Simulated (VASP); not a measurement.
LiSi16 (a cell with a defect): single point with PBE+D3(BJ)

The system is LiSi16 (a cell with a defect).

```
Si Li
1.0
     0.00000    5.43000    5.43000
     5.43000    0.00000    5.43000
     5.43000    5.43000    0.00000
Si Li
16 1
Direct
  0.98923 0.00359 0.00351
  0.11346 0.12775 0.12766
  0.99122 0.00549 0.50155
  0.11344 0.12774 0.63097
  0.99121 0.50163 0.00542
  0.11345 0.63105 0.12765
  0.99123 0.50165 0.50156
  0.12122 0.62626 0.62620
  0.48732 0.00552 0.00546
  0.61673 0.12775 0.12765
  0.48732 0.00556 0.50150
  0.61202 0.13538 0.62623
  0.48732 0.50160 0.00548
  0.61202 0.62630 0.13530
  0.48928 0.50357 0.50349
  0.61201 0.62630 0.62623
  0.73972 0.75343 0.75341
```

```
Program             : VASP 6.6.1
Task                : single point
Functional          : PBE
Dispersion          : D3(BJ)
Potentials or basis : VASP PAW PBE potentials, release 64 (Si, Li_sv)
Cutoff              : 520 eV
k mesh              : 2 × 2 × 2
Occupations         : gaussian, width 0.05 eV
Spin                : no spin polarisation
```

The largest force is 0.012 eV/Å. The dispersion energy per atom is -0.321 eV.

Forces in eV/Å, atoms in the order of the input:
```
Si  -0.004  0.002  0.003
Si   0.003  0.002  0.001
Si   0.002  0.001  0.005
Si  -0.002 -0.003  0.003
Si   0.000  0.006  0.001
Si  -0.001  0.003 -0.003
Si  -0.005  0.000 -0.002
Si  -0.001 -0.001  0.000
Si  -0.003 -0.002  0.000
Si   0.005 -0.002 -0.003
Si   0.001  0.005 -0.003
Si   0.002 -0.006  0.000
Si   0.000 -0.003  0.004
Si   0.004  0.001 -0.006
Si  -0.005  0.008  0.007
Si   0.000 -0.003 -0.002
Li   0.003 -0.007 -0.005
```

Levels at points of the mesh, in eV from the Fermi level:
| k point | band 31 | band 32 | band 33 | band 34 | band 35 | band 36 |
| --- | --- | --- | --- | --- | --- | --- |
| (0.00, 0.00, 0.00) | -0.35 | -0.35 | -0.35 | 0.29 | 0.29 | 0.29 |
| (0.50, 0.00, 0.00) | -1.17 | -1.08 | -1.08 | 0.85 | 1.05 | 1.05 |
| (0.00, 0.50, 0.00) | -1.17 | -1.08 | -1.08 | 0.85 | 1.05 | 1.05 |
| (0.00, 0.00, 0.50) | -1.17 | -1.08 | -1.08 | 0.85 | 1.05 | 1.05 |
| (0.50, 0.50, 0.50) | -1.17 | -1.08 | -1.08 | 0.85 | 1.05 | 1.05 |
| (0.50, 0.50, 0.00) | -1.71 | -1.66 | -1.62 | 0.72 | 0.78 | 1.84 |
| (0.00, 0.50, 0.50) | -1.71 | -1.66 | -1.62 | 0.72 | 0.78 | 1.84 |
| (0.50, 0.00, 0.50) | -1.71 | -1.66 | -1.62 | 0.72 | 0.78 | 1.84 |

Run time: 110 s on 1 thread of Intel(R) Xeon(R) 6975P-C (Granite Rapids), with other jobs on the host, peak memory 0.47 GiB.

Caveat: the k points lie up to 0.50 Å⁻¹ apart; the cell carries a net charge on a neutralising background, which shifts energy and pressure; the cell is charged against a uniform background, so pressure and absolute levels hang on convention.
